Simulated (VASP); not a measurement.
# HfZr2Ti3Sn10 in VASP: further runs

HfZr2Ti3Sn10 is run at these levels: PBE; tasks: single point.

All numbers are computed with VASP 6.6.1; they aren't measurements. Logs are shortened: lines on timing, memory, paths and dates and some standing lists are left out, and cuts for length are marked.

### 1 The cell of the first run

The cell holds a disordered packing, 16 atoms: a = 7.769 Å, b = 7.292 Å, c = 7.271 Å, α = 87.41°, β = 85.39°, γ = 92.91°.

### 2 Single point, PBE

The input, INCAR:

```
PREC = Accurate
ENCUT = 520
EDIFF = 1E-6
ISMEAR = -1
SIGMA = 0.0991
LREAL = Auto
LASPH = True
NELM = 80
ALGO = Normal
ISIF = 2
LWAVE = False
LCHARG = False
GGA = PE
NBANDS = 119
ISYM = 0
```

The input, KPOINTS:

```
Automatic mesh
0
Gamma
  1 1 1
  0.25 0.25 0.25
```

The input, POSCAR:

```
HfZr2Ti3Sn10
1.0
    7.7603250000     -0.1942420000      0.3043740000
   -0.1942420000      7.2869820000      0.1685830000
    0.3043740000      0.1685830000      7.2631360000
Sn Ti Zr Hf
10 3 2 1
Direct
    0.4402442998      0.2850257120      0.8010576412
    0.2976204292      0.4390561054      0.4307459869
    0.6681873885      0.7435953780      0.3459893347
    0.3951938471      0.6441996636      1.0395169739
    0.7628907574      0.0548443831      0.5694962972
    0.7369208136      0.3353469833      0.1573441092
    0.3668580780      0.0095006808      0.2889849902
    0.0214504538      0.8010993024      0.0739243098
    0.1155794708      0.0765588545      0.7650676089
    0.9266781779      0.4318287195      0.5513231854
    0.0634043408      0.8800012249      0.4915068533
    0.1260094634      0.5708020490      0.8038181405
    0.4323734396      0.8678951326      0.6633164244
    0.0981185741      0.2540546277      0.1674323551
    0.7419396884      0.6473756295      0.8249010240
    0.6897581475      1.0097579254      0.9983638656
```

Potentials or basis: VASP PAW PBE potentials, release 64 (Sn_d, Ti_sv, Zr_sv, Hf_pv).

Started as:

```bash
$ cat potpaw_PBE.64/Sn_d/POTCAR potpaw_PBE.64/Ti_sv/POTCAR potpaw_PBE.64/Zr_sv/POTCAR potpaw_PBE.64/Hf_pv/POTCAR > POTCAR
$ mpirun -np 1 vasp_std > vasp.out
```

OUTCAR:

```text
PREC = Accurate
   ENCUT = 520
   EDIFF = 1E-6
   ISMEAR = -1
   LREAL = Auto
   LASPH = True
   NELM = 80
   ISIF = 2
   GGA = PE
   ISYM = 0

 ion  position               nearest neighbor table
   1  0.440  0.285  0.801-   9 2.91   2 3.17   4 3.22  16 3.23  13 3.24  12 3.29   5 3.46  15 3.46
                            14 3.60   6 3.62
   2  0.298  0.439  0.431-  14 2.90  10 2.94  12 3.14   4 3.17   1 3.17   7 3.40   3 3.54   9 3.66

   3  0.668  0.744  0.346-   5 2.95  13 3.03  16 3.10   7 3.16   8 3.25   4 3.28   6 3.38  10 3.47
                             2 3.54  15 3.62
   4  0.395  0.644  0.040-  12 2.85  15 3.00  13 3.11   8 3.17   2 3.17   1 3.22   3 3.28   7 3.30
                            16 3.41  14 3.61   6 3.69
   5  0.763  0.055  0.569-  11 2.75  13 2.86   3 2.95  10 2.96  16 3.12   9 3.19  15 3.42   1 3.46
                             6 3.58
   6  0.737  0.335  0.157-  16 2.71  14 2.90  15 3.24   3 3.38  10 3.41   5 3.58   1 3.62   7 3.67
                             4 3.69
   7  0.367  0.010  0.289-  11 2.78  13 2.96  14 2.98  16 3.15   3 3.16   4 3.30   2 3.40   8 3.53
                             6 3.67
   8  0.021  0.801  0.074-  12 2.74   9 2.97  16 3.13  15 3.13  11 3.16   4 3.17   3 3.25  14 3.43
                             7 3.53
   9  0.116  0.077  0.765-  11 2.55   1 2.91   8 2.97  13 3.02   5 3.19  14 3.25  10 3.42  16 3.59
                             2 3.66
  10  0.927  0.432  0.551-  12 2.69  15 2.92   2 2.94   5 2.96  14 3.34   6 3.41   9 3.42   3 3.47

  11  0.063  0.880  0.492-   9 2.55   5 2.75   7 2.78   8 3.16
  12  0.126  0.571  0.804-  10 2.69   8 2.74   4 2.85  15 3.06   2 3.14   1 3.29
  13  0.432  0.868  0.663-   5 2.86   7 2.96   9 3.02   3 3.03   4 3.11  15 3.23   1 3.24
  14  0.098  0.254  0.167-   2 2.90   6 2.90   7 2.98   9 3.25  10 3.34   8 3.43   1 3.60   4 3.61
                            16 3.87
  15  0.742  0.647  0.825-  10 2.92   4 3.00  16 3.01  12 3.06   8 3.13  13 3.23   6 3.24   5 3.42
                             1 3.46   3 3.62
  16  0.690  0.010  0.998-   6 2.71  15 3.01   3 3.10   5 3.12   8 3.13   7 3.15   1 3.23   4 3.41
                             9 3.59  14 3.87

IMPORTANT INFORMATION: All symmetrisations will be switched off!
NOSYMM: (Re-)initialisation of all symmetry stuff for point group C_1.

----------------------------------------------------------------------------------------

                                     Primitive cell

  volume of cell :     409.5360

  direct lattice vectors                    reciprocal lattice vectors
     7.760325000 -0.194242000  0.304374000     0.129165499  0.003570183 -0.005495765
    -0.194242000  7.286982000  0.168583000     0.003570183  0.137403434 -0.003338854
     0.304374000  0.168583000  7.263136000    -0.005495765 -0.003338854  0.137989381

  length of vectors
     7.768720460  7.291519516  7.271465348     0.129331650  0.137490356  0.138139135

  position of ions in fractional coordinates (direct lattice)
     0.440244300  0.285025712  0.801057641
     0.297620429  0.439056105  0.430745987
     0.668187389  0.743595378  0.345989335
     0.395193847  0.644199664  0.039516974
     0.762890757  0.054844383  0.569496297
     0.736920814  0.335346983  0.157344109
[... 8 lines left out ...]
     0.741939688  0.647375629  0.824901024
     0.689758148  0.009757925  0.998363866

  ion indices of the primitive-cell ions
   primitive index   ion index
                 1           1
                 2           2
                 3           3
                 4           4
                 5           5
                 6           6
[... 8 lines left out ...]
                15          15
                16          16

----------------------------------------------------------------------------------------

 KPOINTS: Automatic mesh

Automatic generation of k-mesh.
 Grid dimensions read from file:
 generate k-points for:    1    1    1

 Generating k-lattice:

  Cartesian coordinates                     Fractional coordinates (reciprocal lattice)
     0.129165499  0.003570183 -0.005495765     1.000000000  0.000000000  0.000000000
     0.003570183  0.137403434 -0.003338854     0.000000000  1.000000000  0.000000000
    -0.005495765 -0.003338854  0.137989381     0.000000000  0.000000000  1.000000000

  Length of vectors
     0.129331650  0.137490356  0.138139135

  Shift w.r.t. Gamma in fractional coordinates (k-lattice)
     0.250000000  0.250000000  0.250000000

 Subroutine IBZKPT returns following result:
 ===========================================

 Found      1 irreducible k-points:

 Following reciprocal coordinates:
            Coordinates               Weight
  0.250000  0.250000  0.250000      2.000000
   k-points           NKPTS =      1   k-points in BZ     NKDIM =      1   number of bands    NBANDS=    119
   number of dos      NEDOS =    301   number of ions     NIONS =     16
   total plane-waves  NPLWV = 174960
   dimension x,y,z NGX =    60 NGY =   54 NGZ =   54
   dimension x,y,z NGXF=   120 NGYF=  108 NGZF=  108
   ions per type =              10   3   2   1
   NGX,Y,Z   is equivalent  to a cutoff of  12.84, 12.31, 12.35 a.u.
   NGXF,Y,Z  is equivalent  to a cutoff of  25.68, 24.62, 24.69 a.u.
 SYSTEM =  unknown system
   PREC   = accura    normal or accurate (medium, high low for compatibility)
   ISTART =      0    job   : 0-new  1-cont  2-samecut
   ICHARG =      2    charge: 1-file 2-atom 10-const
   ISPIN  =      1    spin polarized calculation?
   LNONCOLLINEAR =      F non collinear calculations
   LSORBIT =      F    spin-orbit coupling
   LASPH  =      T    aspherical Exc in radial PAW
   ENCUT  =  520.0 eV  38.22 Ry    6.18 a.u.  14.44 13.56 13.52*2*pi/ulx,y,z
   NELM   =     80;   NELMIN=  2; NELMDL= -5     # of ELM steps
   EDIFF  = 0.1E-05   stopping-criterion for ELM
   LREAL  =      T    real-space projection
   EDIFFG = 0.1E-04   stopping-criterion for IOM
   NSW    =      0    number of steps for IOM
   IBRION =     -1    ionic relax: 0-MD 1-quasi-New 2-CG
   NFREE  =      0    steps in history (QN), initial steepest desc. (CG)
   ISIF   =      2    stress and relaxation
   ISYM   =      0    0-nonsym 1-usesym 2-fastsym
   POTIM  = 0.5000    time-step for ionic-motion
   TEBEG  =    0.0;   TEEND  =   0.0 temperature during run
   PSTRESS=    0.0 pullay stress
   NELECT =     210.0000    total number of electrons
   NUPDOWN=      -1.0000    fix difference up-down
   EMIN   =  10.00;   EMAX   =-10.00  energy-range for DOS
   EFERMI =   0.00;   METHOD = LEGACY
   ISMEAR =    -1;   SIGMA  =   0.10  broadening in eV -4-tet -1-fermi 0-gaus
   EFERMI_NEDOS =   21; number of points for ismear=-14 and -15
   IALGO  =     38    algorithm
   IMIX   =      4    mixing-type and parameters
     AMIX     =   0.40;   BMIX     =  1.00
     AMIX_MAG =   1.60;   BMIX_MAG =  1.00
  volume/ion in A,a.u.               =      25.60       172.73
  Fermi-wavevector in a.u.,A,eV,Ry     =   1.310340  2.476183 23.361069  1.716990
  Thomas-Fermi vector in A             =   2.440877
   LORBIT       =      0    0 simple, 1 ext, 2 COOP (PROOUT), +10 PAW based schemes
   GGA     = PE    functional components
   LHFCALC =     F    Hartree Fock is set to
   AEXX    =    0.0000 exact exchange contribution
   IVDW    =     0    specifies the selected vdW correction
   LEPSILON=     F    determine dielectric tensor
   LRPA    =     F    only Hartree local field effects (RPA)
 non-spin polarized calculation
  energy-cutoff  :      520.00
  volume of cell :      409.54
 maximum number of plane-waves:     11023
 NGX is ok and might be reduce to    60
   NGX = 29   NGY = 27   NGZ = 27

 number of electron     209.9999982 magnetization

 Free energy of the ion-electron system (eV)
  ---------------------------------------------------
  ext. energy  EPLUGINS =         0.00000000
  ---------------------------------------------------
  free energy    TOTEN  =       -86.38646677 eV

  energy without entropy =      -85.83681491  energy(sigma->0) =      -86.11164084

 E-fermi :   7.5117     XC(G=0): -10.3960

 val. band max:        7.4426092810   @ k =   0.2500   0.2500   0.2500
 cond. band min:       7.5450755782   @ k =   0.2500   0.2500   0.2500
 fundamental gap:      0.1024662971
 Fermi energy:         7.5116646332

 k-point     1 :       0.2500    0.2500    0.2500
  band No.  band energies     occupation
      1     -49.7445      2.00000
      2     -49.6308      2.00000
      3     -49.5182      2.00000
      4     -41.8378      2.00000
      5     -41.5693      2.00000
      6     -26.1033      2.00000
[... 109 lines left out ...]
    116       8.6808      0.00002
    117       8.8657      0.00000
 [bands above 117 left out]

------------------------ aborting loop because EDIFF is reached ----------------------------------------

  FORCE on cell =-STRESS in cart. coord.  units (eV):
  Direction    XX          YY          ZZ          XY          YZ          ZX
  --------------------------------------------------------------------------------------
  -------------------------------------------------------------------------------------
  Total       -0.1253577     -3.9959541     -3.3309803     -0.0366443      6.8028740      3.1771397
  in kB       -0.4904216    -15.6328798    -13.0313848     -0.1433589     26.6140476     12.4295332
  external PRESSURE =      -9.7182287 kB  Pullay stress =       0.0000000 kB

 VOLUME and BASIS-vectors are now :
 -----------------------------------------------------------------------------
  energy-cutoff  :      520.00
  volume of cell :      409.54
      direct lattice vectors                 reciprocal lattice vectors
     7.760325000 -0.194242000  0.304374000     0.129165499  0.003570183 -0.005495765
    -0.194242000  7.286982000  0.168583000     0.003570183  0.137403434 -0.003338854
     0.304374000  0.168583000  7.263136000    -0.005495765 -0.003338854  0.137989381

 POSITION                                       TOTAL-FORCE (eV/Angst)
 -----------------------------------------------------------------------------------
      3.60490      2.12651      6.00024         0.365621     -0.094195      0.508588
      2.35546      3.21420      3.29317         0.327185      0.754769      0.629026
      5.14622      5.34710      2.84170         0.121889     -0.679487      0.168679
      2.95373      4.62417      0.51590        -0.292916     -0.049777     -0.386865
      6.08297      0.34747      4.37778        -0.315268      0.154038     -0.017994
      5.70150      2.32705      1.42365         0.170207      1.352971      0.426042
[... 8 lines left out ...]
      5.88302      4.71236      6.32633         0.366068      0.169136     -0.204984
      5.65473      0.10543      7.46284        -0.795769     -0.797097     -0.548495
 -----------------------------------------------------------------------------------
    total drift:                                0.016305      0.002294     -0.024615

  FREE ENERGIE OF THE ION-ELECTRON SYSTEM (eV)
  ---------------------------------------------------
  free  energy   TOTEN  =       -86.3864667669 eV

  energy  without entropy=      -85.8368149121  energy(sigma->0) =      -86.11164084
```

Wall time 3.3 min (1 thread of Oxide Virtual Turin-like, shared host); peak memory 0.43 GiB.

Results:

| Property | Result |
| --- | --- |
| Free energy | -86.3865 eV |
| Pressure | -1.0 GPa |
| Largest force | 2.336 eV/Å |

Forces on the atoms (eV/Å):
```
Sn   0.366 -0.094  0.509
Sn   0.327  0.755  0.629
Sn   0.122 -0.679  0.169
Sn  -0.293 -0.050 -0.387
Sn  -0.315  0.154 -0.018
Sn   0.170  1.353  0.426
Sn   0.847  0.162 -0.260
Sn  -0.440  0.636  0.921
Sn   0.036  1.148  1.719
Sn  -0.385  0.059 -1.239
Ti   0.221 -1.915 -1.320
Ti   0.935 -0.182  0.282
Ti  -0.513 -0.242  0.312
Zr  -0.648 -0.475 -0.989
Zr   0.366  0.169 -0.205
Hf  -0.796 -0.797 -0.548
```

Levels at points of the mesh, in eV from the Fermi level:
```csv
k point,band 103,band 104,band 105,band 106,band 107,band 108
"(0.25, 0.25, 0.25)",-0.25,-0.15,-0.07,0.03,0.19,0.31
```

Caveat: the k points lie up to 0.87 Å⁻¹ apart, too coarse for converged energies, forces and pressures; the atoms stand as in a frame of molecular dynamics; spin-orbit coupling is left out, which moves the levels of the heavy elements.

### 3 Single point, PBE

The input, INCAR:

```
PREC     = Accurate       # precision mode
ENCUT    = 520            # plane-wave cutoff, eV
EDIFF    = 1E-6           # SCF threshold, eV
ISMEAR   = -1             # smearing method
SIGMA    = 0.0991         # smearing width, eV
LREAL    = Auto         
LASPH    = T              # aspherical terms in the spheres
NELM     = 60             # most SCF steps
ALGO     = Normal         # electronic algorithm
ISIF     = 2              # what is computed and relaxed
LWAVE    = F              # write WAVECAR
LCHARG   = T              # write CHGCAR
GGA      = PE             # functional
LELF     = T              # ELF
LVHAR    = T            
NBANDS   = 119            # bands
ISYM     = 0
```

KPOINTS is that of step 2.

The input, POSCAR:

```
HfZr2Ti3Sn10
1.0
    7.7603250000     -0.1942420000      0.3043740000
   -0.1942420000      7.2869820000      0.1685830000
    0.3043740000      0.1685830000      7.2631360000
Sn Ti Zr Hf
10 3 2 1
Direct
    0.4391296875      0.2709139732      0.8092701073
    0.2922317534      0.4256567830      0.4458003753
    0.6920813657      0.7088794522      0.3660064195
    0.3680316319      0.6611088785      1.0819519312
    0.7510431701      0.0588325971      0.5803375856
    0.7613785029      0.3352988345      0.1688136497
    0.3862365234      0.0027290912      0.2574370859
    0.0267961266      0.7912186277      0.0596740782
    0.1070718567      0.0906721165      0.7580999906
    0.9117264052      0.4335213651      0.5525893849
    0.0719608962      0.8636669057      0.4526353928
    0.2204548119      0.5713897435      0.7590789557
    0.4004389724      0.8535431017      0.6671244944
    0.1126271107      0.2231928203      0.1290334809
    0.7127870766      0.6550208033      0.8177478398
    0.6916805895      1.0165902981      0.9932627683
```

Potentials or basis: VASP PAW PBE potentials, release 64 (Sn_d, Ti_sv, Zr_sv, Hf_pv).

Started as:

```bash
$ cat potpaw_PBE.64/Sn_d/POTCAR potpaw_PBE.64/Ti_sv/POTCAR potpaw_PBE.64/Zr_sv/POTCAR potpaw_PBE.64/Hf_pv/POTCAR > POTCAR
$ mpirun -np 1 vasp_std > vasp.out
```

Run time: 3.3 min. Hardware: 1 thread of Oxide Virtual Turin-like, shared host; peak memory 0.42 GiB.

The run converged. Its results:

| Property | Result |
| --- | --- |
| Free energy | -86.3093 eV |
| Pressure | -0.7 GPa |
| Largest force | 2.105 eV/Å |

Forces on the atoms (eV/Å):
```
Sn   0.698 -0.042  0.827
Sn   0.334 -0.214 -1.693
Sn  -0.170  0.158 -0.092
Sn   0.731 -0.597 -0.379
Sn   0.016 -0.684 -0.201
Sn   0.062  0.907  0.341
Sn   0.326  0.495  0.931
Sn  -1.102  0.174 -0.435
Sn  -0.419 -0.369 -0.287
Sn   0.306  0.285 -0.384
Ti   0.379 -0.328  0.018
Ti  -1.234 -0.695  1.557
Ti   0.302  1.102 -0.329
Zr   0.179  0.544  0.358
Zr   0.144 -0.164  0.135
Hf  -0.552 -0.571 -0.368
```

Stress tensor (GPa, compression positive):
```
-0.69 -0.54  0.93
-0.54 -0.62  1.50
 0.93  1.50 -0.81
```

Levels at points of the mesh, in eV from the Fermi level:
```
           k point  band 101  band 102  band 103  band 104  band 105  band 106  band 107  band 108  band 109  band 110
(0.25, 0.25, 0.25)     -0.59     -0.53     -0.24     -0.15     -0.07      0.07      0.14      0.31      0.46      0.53
```

Caveat: the k points lie up to 0.87 Å⁻¹ apart, too coarse for converged energies, forces and pressures; the atoms stand as in a frame of molecular dynamics; spin-orbit coupling is left out, which moves the levels of the heavy elements.

### 4 Single point, PBE

The input, INCAR:

```
ALGO = Normal
EDIFF = 1E-7
ENCUT = 520
GGA = PE
ISIF = 2
ISMEAR = -1
ISYM = 0
LASPH = True
LCHARG = False
LREAL = Auto
LWAVE = False
NBANDS = 119
NELM = 100
PREC = Accurate
SIGMA = 0.0991
```

KPOINTS is that of step 3.

The input, POSCAR:

```
HfZr2Ti3Sn10
1.0
    7.7603250000     -0.1942420000      0.3043740000
   -0.1942420000      7.2869820000      0.1685830000
    0.3043740000      0.1685830000      7.2631360000
Sn Ti Zr Hf
10 3 2 1
Direct
    0.4775751201      0.2616149644      0.7975039590
    0.2973614690      0.3962004166      0.4188962241
    0.6909929075      0.6917134031      0.3639971225
    0.3797444600      0.6586916627      1.0985273363
    0.7578550177      0.0312022328      0.6245360779
    0.7567339714      0.3288246574      0.1818223708
    0.4198209886      0.0176477071      0.2606451680
    0.0332025081      0.8085770496      0.0630782179
    0.0784688892      0.0828551054      0.7403551507
    0.8960978276      0.4573775367      0.5273957479
    0.0668333077      0.8529767249      0.4335774937
    0.1969407162      0.5293392004      0.7813773246
    0.3696246946      0.8718565237      0.6373290635
    0.1335291515      0.2284084934      0.1289299015
    0.7143485110      0.6592748602      0.7947862125
    0.7167143684      1.0140720298      0.9887735099
```

Started as:

```bash
$ cat potpaw_PBE.64/Sn_d/POTCAR potpaw_PBE.64/Ti_sv/POTCAR potpaw_PBE.64/Zr_sv/POTCAR potpaw_PBE.64/Hf_pv/POTCAR > POTCAR
$ mpirun -np 1 vasp_std > vasp.out
```

Run time: 3.2 min. Hardware: 1 thread of Oxide Virtual Turin-like, shared host; peak memory 0.42 GiB.

The run converged. Its results:

* Free energy: -85.1140 eV
* Pressure: 0.3 GPa
* Largest force: 3.250 eV/Å

Forces on the atoms (eV/Å):
```
Sn  -0.782  0.313  0.591
Sn  -0.056  0.827  1.113
Sn  -1.113  1.325 -0.474
Sn   0.131 -0.202 -1.111
Sn  -0.795 -0.120 -3.150
Sn   0.549  0.527  0.013
Sn  -0.313  0.160  0.659
Sn  -0.435 -0.481 -1.176
Sn   1.583  0.721  0.939
Sn   1.853 -1.387  0.222
Ti   0.603  0.033  0.310
Ti  -0.075 -0.179 -0.155
Ti   0.704 -0.597  0.723
Zr  -0.612  0.111 -1.075
Zr  -0.335 -0.502  1.085
Hf  -0.908 -0.549  1.484
```

Stress tensor (GPa, compression positive):
```
-1.45 -1.25  1.81
-1.25 -0.04  0.33
 1.81  0.33  2.30
```

Levels at points of the mesh, in eV from the Fermi level:
```
           k point  band 103  band 104  band 105  band 106  band 107  band 108
(0.25, 0.25, 0.25)     -0.28     -0.18     -0.03      0.03      0.19      0.28
```

Caveat: the k points lie up to 0.87 Å⁻¹ apart, too coarse for converged energies, forces and pressures; the atoms stand as in a frame of molecular dynamics; spin-orbit coupling is left out, which moves the levels of the heavy elements.

### 5 Summary

```csv
cell,pressure (GPa),largest force (eV/Å)
"as given, atomic positions A",-1.0,2.34
"as given, atomic positions B",-0.7,2.11
"as given, atomic positions C",0.3,3.25
```

Alike in all rows: task single point; level PBE; potentials or basis VASP PAW PBE potentials, release 64 (Sn_d, Ti_sv, Zr_sv, Hf_pv); no spin polarisation; k mesh 1 × 1 × 1, shifted; cutoff (eV) 520; smearing fermi-dirac 0.0991 eV.

Caveats: all runs use coarse meshes; the atoms stand as in a frame of molecular dynamics; spin-orbit coupling is left out, which moves the levels of the heavy elements.

Total energies depend on the potentials used, so only differences within one code and one set of settings carry meaning.
